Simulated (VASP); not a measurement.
# RbMg3Zn (Pm-3m) in VASP: a series of runs, part 2 of 2

VASP 6.6.1.

### 3 Relaxation of cell and atoms, PBE

This run uses another cell than the first one, of 29.84 Å³/atom.

Input file INCAR:

```
SYSTEM = RbMg3Zn
PREC     = Accurate       ! precision mode
ENCUT    = 600            ! plane-wave cutoff, eV
EDIFF    = 1E-6           ! SCF threshold, eV
ISMEAR   = 0              ! smearing method
SIGMA    = 0.1            ! smearing width, eV
LREAL    = .False.        ! projectors in reciprocal space
LASPH    = .True.         ! aspherical terms in the spheres
NELM     = 100            ! most SCF steps
ALGO     = Normal         ! electronic algorithm
ISIF     = 3              ! what is computed and relaxed
LWAVE    = .False.        ! write WAVECAR
LCHARG   = .False.        ! write CHGCAR
GGA      = PE             ! functional
IBRION   = 2              ! ionic algorithm
NSW      = 100            ! ionic steps
EDIFFG   = -0.01          ! ionic threshold
```

Input file KPOINTS:

```
Automatic mesh
0
Gamma
  8 8 8
  0 0 0
```

Input file POSCAR:

```
RbMg3Zn
1.0
    5.3039606384      0.0000000000      0.0000000000
    0.0000000000      5.3039606384      0.0000000000
    0.0000000000      0.0000000000      5.3039606384
Rb Mg Zn
1 3 1
Direct
    0.5000000000      0.5000000000      0.5000000000
    0.0000000000      0.5000000000      0.0000000000
    0.0000000000      0.0000000000      0.5000000000
    0.5000000000      0.0000000000      0.0000000000
    0.0000000000      0.0000000000      0.0000000000
```

Potentials or basis: VASP PAW PBE potentials, release 64 (Rb_sv, Mg, Zn).

Command:

```
$ cat potpaw_PBE.64/Rb_sv/POTCAR potpaw_PBE.64/Mg/POTCAR potpaw_PBE.64/Zn/POTCAR > POTCAR
$ mpirun -np 1 vasp_std > vasp.out
```

It took 3.4 min on 1 thread of Intel Xeon 6975P-C (Granite Rapids), shared host; peak memory 0.36 GiB.

The run converged. Its results:

```yaml
Free_energy: -5.7303 eV
Relaxed_volume: 30.20 Å³/atom
Relaxed_cell: a = 5.325 Å, b = 5.325 Å, c = 5.325 Å, α = 90.00°, β = 90.00°, γ = 90.00°
Space_group_after_relaxing_to_0.1_Å: Pm-3m (No. 221)
Energy_gained_by_relaxing: 0.3 meV/atom
Ionic_steps: 3
Pressure_after_relaxing: 0.0 GPa
Band_gap_on_the_k_mesh: zero (an odd number of electrons rules out a gap without spin polarisation)
```

The path:
```csv
step,energy change (eV),largest force (eV/Å),pressure (GPa),volume (Å³)
1,0.0000,0.0000,0.27,149.21
2,-0.0012,0.0000,0.10,150.28
3,-0.0015,0.0000,0.00,150.98
```

Final structure:
```
Rb Mg Zn
1.0
     5.32480    0.00000    0.00000
     0.00000    5.32480    0.00000
     0.00000    0.00000    5.32480
Rb Mg Zn
1 3 1
Direct
  0.50000 0.50000 0.50000
  0.00000 0.50000 0.00000
  0.00000 0.00000 0.50000
  0.50000 0.00000 0.00000
  0.00000 0.00000 0.00000
```

Levels at points of the mesh, in eV from the Fermi level:
```
           k point  band 11  band 12  band 13  band 14  band 15  band 16  band 17
(0.00, 0.00, 0.00)    -0.85    -0.85    -0.85    -0.40    -0.40    -0.27     3.72
(0.50, 0.00, 0.00)    -3.76    -0.66    -0.66     0.58     0.83     0.91     2.12
(0.50, 0.50, 0.00)    -2.93    -2.93    -1.16     0.02     0.89     1.57     1.57
(0.50, 0.50, 0.50)    -2.70    -2.70    -2.70    -0.16    -0.16    -0.16     2.28
```

### 4 Single point, PBE

This run uses another cell than the first one, of 29.84 Å³/atom.

Input file INCAR:

```
PREC     = Accurate       # precision mode
ENCUT    = 520            # plane-wave cutoff, eV
EDIFF    = 1E-7           # SCF threshold, eV
ISMEAR   = 0              # smearing method
SIGMA    = 0.1            # smearing width, eV
LREAL    = F              # projectors in reciprocal space
LASPH    = T              # aspherical terms in the spheres
NELM     = 100            # most SCF steps
ALGO     = Normal         # electronic algorithm
ISIF     = 2              # what is computed and relaxed
LWAVE    = F              # write WAVECAR
LCHARG   = T              # write CHGCAR
GGA      = PE             # functional
LELF     = T              # ELF
LVHAR    = T            
NBANDS   = 22             # bands
```

Input file KPOINTS:

```
Automatic mesh
0
Gamma
  4 4 4
```

POSCAR is that of step 3.

Potentials or basis: VASP PAW PBE potentials, release 64 (Rb_sv, Mg, Zn).

Command:

```
$ cat potpaw_PBE.64/Rb_sv/POTCAR potpaw_PBE.64/Mg/POTCAR potpaw_PBE.64/Zn/POTCAR > POTCAR
$ mpirun -np 1 vasp_std > vasp.out
```

OUTCAR:

```text
PREC = Accurate
   ENCUT = 520
   EDIFF = 1E-7
   ISMEAR = 0
   LREAL = F
   LASPH = T
   NELM = 100
   ISIF = 2
   GGA = PE

 ion  position               nearest neighbor table
   1  0.500  0.500  0.500-   2 3.75   3 3.75   4 3.75   2 3.75   4 3.75   3 3.75   4 3.75   4 3.75
                             2 3.75   3 3.75   2 3.75   3 3.75
   2  0.000  0.500  0.000-   5 2.65   5 2.65   1 3.75   1 3.75   1 3.75   1 3.75
   3  0.000  0.000  0.500-   5 2.65   5 2.65   1 3.75   1 3.75   1 3.75   1 3.75
[... 440 lines left out ...]
  -------------------------------------------------------------------------------------
  Total        0.0897694      0.0897694      0.0897694      0.0000000      0.0000000      0.0000000
  in kB        0.9639136      0.9639136      0.9639136      0.0000000      0.0000000      0.0000000
  external PRESSURE =       0.9639136 kB  Pullay stress =       0.0000000 kB

 VOLUME and BASIS-vectors are now :
 -----------------------------------------------------------------------------
  energy-cutoff  :      520.00
  volume of cell :      149.21
      direct lattice vectors                 reciprocal lattice vectors
     5.303960638  0.000000000  0.000000000     0.188538352  0.000000000  0.000000000
     0.000000000  5.303960638  0.000000000     0.000000000  0.188538352  0.000000000
     0.000000000  0.000000000  5.303960638     0.000000000  0.000000000  0.188538352

 POSITION                                       TOTAL-FORCE (eV/Angst)
 -----------------------------------------------------------------------------------
      2.65198      2.65198      2.65198         0.000000      0.000000      0.000000
      0.00000      2.65198      0.00000         0.000000      0.000000      0.000000
      0.00000      0.00000      2.65198         0.000000      0.000000      0.000000
      2.65198      0.00000      0.00000         0.000000      0.000000      0.000000
      0.00000      0.00000      0.00000         0.000000      0.000000      0.000000
 -----------------------------------------------------------------------------------
    total drift:                               -0.000000      0.000000     -0.000000

  FREE ENERGIE OF THE ION-ELECTRON SYSTEM (eV)
  ---------------------------------------------------
  free  energy   TOTEN  =        -5.5282889793 eV

  energy  without entropy=       -5.5118288979  energy(sigma->0) =       -5.52005894
```

Wall time 37 s (1 thread of Intel Xeon 6975P-C (Granite Rapids), shared host); peak memory 0.25 GiB.

What came out:

* Free energy: -5.5283 eV
* Pressure: 0.1 GPa
* Band gap on the k mesh: zero (an odd number of electrons rules out a gap without spin polarisation)

### 5 Relaxation of cell and atoms, PBE

This run uses another cell than the first one, of 20.21 Å³/atom.

Input file INCAR:

```
PREC = Accurate
ENCUT = 600
EDIFF = 1E-6
ISMEAR = 0
SIGMA = 0.1
LREAL = False
LASPH = True
NELM = 100
ALGO = Normal
ISIF = 3
LWAVE = False
LCHARG = False
GGA = PE
IBRION = 2
NSW = 90
EDIFFG = -0.04
```

Input file KPOINTS:

```
regular mesh
0
Gamma
  4 4 4
```

Changes to POSCAR since step 4:

```diff
@@ -2,5 +2,5 @@
 1.0
-    5.3039606384      0.0000000000      0.0000000000
-    0.0000000000      5.3039606384      0.0000000000
-    0.0000000000      0.0000000000      5.3039606384
+    4.6580531600      0.0000000000      0.0000000000
+    0.0000000000      4.6580531600      0.0000000000
+    0.0000000000      0.0000000000      4.6580531600
 Rb Mg Zn
```

Command:

```
$ cat potpaw_PBE.64/Rb_sv/POTCAR potpaw_PBE.64/Mg/POTCAR potpaw_PBE.64/Zn/POTCAR > POTCAR
$ mpirun -np 1 vasp_std > vasp.out
```

It took 94 s on 1 thread of Intel Xeon 6975P-C (Granite Rapids), shared host; peak memory 0.25 GiB.

The run converged. Its results:

* Free energy: -5.5256 eV
* Relaxed volume: 30.04 Å³/atom
* Relaxed cell: a = 5.316 Å, b = 5.316 Å, c = 5.316 Å, α = 90.00°, β = 90.00°, γ = 90.00°
* Space group after relaxing (to 0.1 Å): Pm-3m (No. 221)
* Energy gained by relaxing: 432.5 meV/atom
* Ionic steps: 4
* Pressure after relaxing: -0.1 GPa
* Band gap on the k mesh: zero (an odd number of electrons rules out a gap without spin polarisation)

Step by step:
```
step  energy change (eV)  largest force (eV/Å)  pressure (GPa)  volume (Å³)
   1              0.0000                0.0000           19.84       101.07
   2             -2.1347                0.0000            1.27       142.28
   3             -2.1530                0.0000           -0.62       154.50
   4             -2.1627                0.0000           -0.07       150.19
```

Final structure:
```
Rb Mg Zn
1.0
     5.31552    0.00000    0.00000
     0.00000    5.31552    0.00000
     0.00000    0.00000    5.31552
Rb Mg Zn
1 3 1
Direct
  0.50000 0.50000 0.50000
  0.00000 0.50000 0.00000
  0.00000 0.00000 0.50000
  0.50000 0.00000 0.00000
  0.00000 0.00000 0.00000
```

Levels at points of the mesh, in eV from the Fermi level:
```tsv
k point	band 10	band 11	band 12	band 13	band 14	band 15	band 16	band 17
(0.00, 0.00, 0.00)	-6.42	-0.84	-0.84	-0.84	-0.39	-0.39	-0.25	3.73
(0.50, 0.00, 0.00)	-5.72	-3.75	-0.64	-0.64	0.61	0.86	0.91	2.14
(0.50, 0.50, 0.00)	-5.30	-2.92	-2.92	-1.16	0.05	0.92	1.58	1.58
(0.50, 0.50, 0.50)	-4.73	-2.69	-2.69	-2.69	-0.15	-0.15	-0.15	2.30
```

Caveat: the volume moved by over 15 % at a fixed basis, so the end points are rough.

### 6 Overview

| task | cell | k mesh | cutoff (eV) | gap on the mesh (eV) | pressure (GPa) | relaxed volume (Å³/atom) |
| --- | --- | --- | --- | --- | --- | --- |
| single point | a = 5.327 Å, 5 atoms | 8 × 8 × 8 | 520 | none | 0.0 | - |
| relaxation of cell and atoms | relaxed from a = 5.304 Å, 5 atoms | 8 × 8 × 8 | 600 | none | 0.0 | 30.20 |
| single point | a = 5.304 Å, 5 atoms | 4 × 4 × 4 | 520 | none | 0.1 | - |
| relaxation of cell and atoms | relaxed from a = 4.658 Å, 5 atoms | 4 × 4 × 4 | 600 | none | -0.1 | 30.04 |

Alike in all rows: level PBE; potentials or basis VASP PAW PBE potentials, release 64 (Rb_sv, Mg, Zn); no spin polarisation; smearing gaussian 0.1 eV.

Caveats: the volume moved by over 15 % at a fixed basis, so the end points are rough (at least some runs).

Total energies depend on the potentials used, so only differences within one code and one set of settings carry meaning.
